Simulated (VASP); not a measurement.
Runs of VASP 6.6.1 on LiF. The structure is that of space group I4/mmm (No. 139), or close to it. The cells are those of the table. 

| cell | gap on the mesh (eV) |
| --- | --- |
| a = 2.848, b = 3.041, c = 3.041 Å, angles 55.9, 62.1, 62.1°, 2 atoms | 9.02 |
| a = 2.848, b = 3.069, c = 3.069 Å, angles 55.3, 62.4, 62.4°, 2 atoms | 8.88 |
| a = 2.848, b = 2.693, c = 2.693 Å, angles 63.9, 58.1, 58.1°, 2 atoms | 11.20 |
| a = 2.848, b = 2.643, c = 2.643 Å, angles 65.2, 57.4, 57.4°, 2 atoms | (a) |
| a = 2.848, b = 3.013, c = 3.013 Å, angles 56.4, 61.8, 61.8°, 2 atoms | (b) |
| a = 2.848, b = 2.743, c = 2.743 Å, angles 62.5, 58.7, 58.7°, 2 atoms | 10.93 |

Alike in all rows: task single point; level r2SCAN; potentials or basis VASP PAW PBE potentials, release 64 (Li_sv, F); no spin polarisation; k mesh 10 × 10 × 10; cutoff (eV) 520; smearing gaussian 0.05 eV.

Q: Fill in the values left out.

A: (a) 11.47; (b) 9.18.

A k mesh can miss the band edges.
